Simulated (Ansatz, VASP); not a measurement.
Tl2ZnCdC6N6 in VASP and in Ansatz

```xyz
16
Lattice="0.0000 5.7178 5.7178 5.7178 0.0000 5.7178 5.7178 5.7178 0.0000" Properties=species:S:1:pos:R:3 pbc="T T T"
Zn    5.7178    5.7178    5.7178
Tl    2.8589    2.8589    2.8589
Tl    8.5767    8.5767    8.5767
Cd    0.0000    0.0000    0.0000
C     2.4084    5.7178    5.7178
C     5.7178    2.4084    5.7178
C     5.7178    5.7178    2.4084
C     9.0272    5.7178    5.7178
C     5.7178    9.0272    5.7178
C     5.7178    5.7178    9.0272
N     3.5785    5.7178    5.7178
N     5.7178    3.5785    5.7178
N     5.7178    5.7178    3.5785
N     7.8571    5.7178    5.7178
N     5.7178    7.8571    5.7178
N     5.7178    5.7178    7.8571
```

Alike in both runs: functional PBE; k mesh 4 × 4 × 4; occupations gaussian, width 0.02 eV; no spin polarisation.

Ansatz relaxed the structure, and its values are those at the end. VASP's run is a single point on that final structure, the one shown.

|  | VASP | Ansatz |
| --- | --- | --- |
| version | VASP 6.6.1 | Ansatz 0.2.0 |
| potentials or method | VASP PAW PBE potentials, release 64 (Zn, Tl_d, Cd, C, N), cutoff 520 eV | scalar-relativistic, plane waves, PAW |
| valence electrons in the cell | 104 | 112 |

|  | VASP | Ansatz | Ansatz less VASP |
| --- | --- | --- | --- |
| gap on the k mesh at the Fermi level (eV) | 2.53 | 2.55 | +0.013 |
| least direct gap on the mesh (eV) | 2.53 | 2.55 | +0.013 |
| pressure (GPa) | 0.4 | 0.0 | -0.38 |
| rms of the force components (eV/Å) | 0.193 | 0.003 | -0.1899 |

One of these differences is far larger than is usual between the two programs; its cause wasn't traced. VASP's potentials hold 104 valence electrons a cell and Ansatz's 112, so a difference there can come from the potentials and not from the codes.

Spin-orbit coupling is off throughout. Noted on VASP's run: the standard files for N, O and F lose accuracy on very short bonds.
